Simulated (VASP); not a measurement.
Ba:

```
CELL_PARAMETERS angstrom
4.32763 0.00000 0.00000
-2.16382 3.74784 0.00000
0.00000 0.00000 4.06798
ATOMIC_POSITIONS crystal
Ba 0.00000 0.00000 0.00000
```

This isn't the form of Ba at room conditions, which is bcc.

| Property | Result |
| --- | --- |
| Program | VASP 6.6.1 |
| Task | relaxation of cell and atoms |
| Functional | PBE |
| Potentials or basis | VASP PAW PBE potentials, release 64 (Ba_sv) |
| Cutoff | 600 eV |
| k mesh | 10 × 10 × 9 |
| Occupations | fermi-dirac, width 0.08 eV |
| Spin | no spin polarisation |

At the start: pressure -0.3 GPa; volume 65.98 Å³/atom.

Question: Where does the relaxation end?

Answer: Over 5 steps the energy falls by 3.8 meV/atom and the volume is 62.99 Å³/atom (-4.5 %); space group P6/mmm (No. 191, to 0.1 Å) before and after.

The path:
```csv
step,energy change (eV),largest force (eV/Å),pressure (GPa),volume (Å³)
1,0.0000,0.0000,-0.33,65.98
2,-0.0026,0.0000,-0.20,64.67
3,-0.0038,0.0000,-0.04,63.25
4,-0.0038,0.0000,-0.02,63.08
5,-0.0038,0.0000,-0.01,62.99
```

Final structure:
```xyz
1
Lattice="4.2795 0.0000 0.0000 -2.1397 3.7061 0.0000 0.0000 0.0000 3.9718" Properties=species:S:1:pos:R:3 pbc="T T T"
Ba    0.0000    0.0000    3.9718
```
